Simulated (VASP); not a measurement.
# MgS in VASP: notebook, part 2 of 2

VASP 6.6.1.

### 4 Single point, PBEsol

This run uses another cell than the first one: it holds 8 atoms, not 2.

File INCAR:

```
PREC     = Accurate       # precision mode
ENCUT    = 520            # plane-wave cutoff, eV
EDIFF    = 1E-7           # SCF threshold, eV
ISMEAR   = -1             # smearing method
SIGMA    = 0.05           # smearing width, eV
LREAL    = F              # projectors in reciprocal space
LASPH    = T              # aspherical terms in the spheres
NELM     = 80             # most SCF steps
ALGO     = Normal         # electronic algorithm
ISIF     = 2              # what is computed and relaxed
LWAVE    = F              # write WAVECAR
LCHARG   = F              # write CHGCAR
GGA      = PS             # functional
NBANDS   = 26             # bands
```

File KPOINTS:

```
regular mesh
0
Gamma
  6 6 6
```

File POSCAR:

```
MgS
1.0
    0.0002288272      5.6561881048      5.6535034874
    5.6452929224      0.0001814934      5.6535180906
    2.8227088911      2.8282156747     -0.0000180176
Mg S
4 4
Direct
    0.0005597921     -0.0092531264      0.0183078398
    0.0007834865      0.4907250561      0.0179265604
    0.5005793740     -0.0092476127      0.0185341734
    0.5007638819      0.4907804642      0.0180323065
    0.1255734363      0.1157199834      0.2683197022
    0.1257549373      0.6157381345      0.2679533421
    0.6255546262      0.1157736263      0.2685256706
    0.6257727059      0.6157506029      0.2680498864
```

Potentials or basis: VASP PAW PBE potentials, release 64 (Mg, S).

Command:

```console
cat potpaw_PBE.64/Mg/POTCAR potpaw_PBE.64/S/POTCAR > POTCAR
mpirun -np 1 vasp_std > vasp.out
```

OUTCAR:

```text
PREC = Accurate
   ENCUT = 520
   EDIFF = 1E-7
   ISMEAR = -1
   LREAL = F
   LASPH = T
   NELM = 80
   ISIF = 2
   GGA = PS

 ion  position               nearest neighbor table
   1  0.001  0.991  0.018-   7 2.45   5 2.45   6 2.45   5 2.45
   2  0.001  0.491  0.018-   6 2.45   5 2.45   8 2.45   6 2.45
   3  0.501  0.991  0.019-   8 2.45   5 2.45   7 2.45   7 2.45
   4  0.501  0.491  0.018-   8 2.45   6 2.45   8 2.45   7 2.45
   5  0.126  0.116  0.268-   3 2.45   2 2.45   1 2.45   1 2.45
   6  0.126  0.616  0.268-   2 2.45   4 2.45   1 2.45   2 2.45
   7  0.626  0.116  0.269-   1 2.45   3 2.45   4 2.45   3 2.45
   8  0.626  0.616  0.268-   3 2.45   4 2.45   2 2.45   4 2.45

  LATTYP: Found a base centered monoclinic cell.
 ALAT       =    17.8556634734
 B/A-ratio  =     0.6332476881
 C/A-ratio  =     0.2237838422
 COS(beta)  =    -0.8942659108

  Lattice vectors:

 A1 = (  -8.4680018135,  -2.8283971681,  -5.6535000730)
 A2 = (  -8.4678978461,  -2.8284589193,   5.6535575402)
 A3 = (   2.8227088911,   2.8282156747,  -0.0000180176)

Analysis of symmetry for initial positions (statically):
=====================================================================
 Subroutine PRICEL returns:
 Original cell was already a primitive cell.

 Routine SETGRP: Setting up the symmetry group for a
 base centered monoclinic supercell.

 Subroutine GETGRP returns: Found  1 space group operations
 (whereof  1 operations were pure point group operations)
 out of a pool of  4 trial point group operations.

The static configuration has the point symmetry C_1 .

Analysis of symmetry for dynamics (positions and initial velocities):
=====================================================================
 Subroutine PRICEL returns:
 Original cell was already a primitive cell.

[... 134 lines left out ...]
   ISMEAR =    -1;   SIGMA  =   0.05  broadening in eV -4-tet -1-fermi 0-gaus
   EFERMI_NEDOS =   21; number of points for ismear=-14 and -15
   IALGO  =     38    algorithm
   IMIX   =      4    mixing-type and parameters
     AMIX     =   0.40;   BMIX     =  1.00
     AMIX_MAG =   1.60;   BMIX_MAG =  1.00
  volume/ion in A,a.u.               =      22.57       152.28
  Fermi-wavevector in a.u.,A,eV,Ry     =   0.919635  1.737858 11.506830  0.845728
  Thomas-Fermi vector in A             =   2.044851
   LORBIT       =      0    0 simple, 1 ext, 2 COOP (PROOUT), +10 PAW based schemes
   GGA     = PS    functional components
   LHFCALC =     F    Hartree Fock is set to
   AEXX    =    0.0000 exact exchange contribution
   IVDW    =     0    specifies the selected vdW correction
   LEPSILON=     F    determine dielectric tensor
   LRPA    =     F    only Hartree local field effects (RPA)
 non-spin polarized calculation
  energy-cutoff  :      520.00
  volume of cell :      180.52
 maximum number of plane-waves:      4892
   NGX = 29   NGY = 29   NGZ = 15

 number of electron      32.0000004 magnetization

 Free energy of the ion-electron system (eV)
  ---------------------------------------------------
  ext. energy  EPLUGINS =         0.00000000
  ---------------------------------------------------
  free energy    TOTEN  =       -35.67006629 eV

  energy without entropy =      -35.67006629  energy(sigma->0) =      -35.67006629

 E-fermi :   2.1627     XC(G=0):  -8.5977

 val. band max:        1.0378417914   @ k =   0.0000   0.0000   0.0000
 cond. band min:       4.3573687915   @ k =   0.0000   0.0000   0.0000
 fundamental gap:      3.3195270001
 Fermi energy:         2.1627403087

 k-point     1 :       0.0000    0.0000    0.0000
  band No.  band energies     occupation
      1     -10.2524      2.00000
      2      -9.5507      2.00000
      3      -9.5506      2.00000
      4      -9.3250      2.00000
      5      -2.1672      2.00000
      6      -2.1671      2.00000
[... 685 lines left out ...]
     25       9.2137      0.00000
     26       9.2651      0.00000

 [... further k-points ...]
[... 5 lines left out ...]
  --------------------------------------------------------------------------------------
  -------------------------------------------------------------------------------------
  Total       -0.0658151     -0.1080154     -0.1022025      0.0008473      0.0005570     -0.0001874
  in kB       -0.5841278     -0.9586670     -0.9070762      0.0075200      0.0049437     -0.0016631
  external PRESSURE =      -0.8166237 kB  Pullay stress =       0.0000000 kB

 VOLUME and BASIS-vectors are now :
 -----------------------------------------------------------------------------
  energy-cutoff  :      520.00
  volume of cell :      180.52
      direct lattice vectors                 reciprocal lattice vectors
     0.000228827  5.656188105  5.653503487    -0.088573337  0.088401440  0.088441635
     5.645292922  0.000181493  5.653518091     0.088573672 -0.088400648  0.088439041
     2.822708891  2.828215675 -0.000018018     0.177133371  0.176790220 -0.176881340

 POSITION                                       TOTAL-FORCE (eV/Angst)
 -----------------------------------------------------------------------------------
      5.64473      0.05512      5.60437        -0.000213      0.000245      0.000331
      2.82089      0.05522      2.77875         0.000514      0.000203     -0.000109
      5.64552      2.88397      8.43126        -0.000536     -0.000412      0.000646
      2.82161      2.88350      5.60571         0.000020      0.000031     -0.000419
      1.41069      1.46915      1.36415         0.000111      0.000201      0.000442
      4.23241      1.46924      4.19204         0.000409     -0.000092     -0.000448
      1.41169      4.29772      4.19110        -0.000884     -0.000168      0.000100
      4.23286      4.29770      7.01896         0.000579     -0.000008     -0.000542
 -----------------------------------------------------------------------------------
    total drift:                                0.000018     -0.000209      0.000026

  FREE ENERGIE OF THE ION-ELECTRON SYSTEM (eV)
  ---------------------------------------------------
  free  energy   TOTEN  =       -35.6700662879 eV

  energy  without entropy=      -35.6700662879  energy(sigma->0) =      -35.67006629
```

It took 15 min on 1 thread of Intel Xeon 8259CL, shared host; peak memory 0.61 GiB.

Results:

```
Free energy            : -35.6701 eV
Pressure               : -0.1 GPa
Band gap on the k mesh : 3.32 eV
```

Caveat: the PAW data sets were made with another functional, which shifts forces and pressure a little.

### 5 Summary

```tsv
task	cell	cutoff (eV)	smearing	gap on the mesh (eV)	pressure (GPa)
single point	a = 3.996 Å, angles 60.0°, 2 atoms, atomic positions A	520	fermi-dirac 0.03 eV	3.32	-0.1
relaxation of cell and atoms	relaxed from a = 3.831 Å, angles 60.0°, 2 atoms, atomic positions A	600	fermi-dirac 0.03 eV	3.33	0.0
single point	a = 7.997, b = 7.989, c = 3.996 Å, angles 60.1, 60.0, 60.0°, 8 atoms, atomic positions B	520	fermi-dirac 0.05 eV	3.32	-0.1
```

Alike in all rows: level PBEsol; potentials or basis VASP PAW PBE potentials, release 64 (Mg, S); no spin polarisation; k mesh 6 × 6 × 6.

Caveats: the PAW data sets were made with another functional, which shifts forces and pressure a little.

Absolute energies hang on the potentials; compare differences alone.
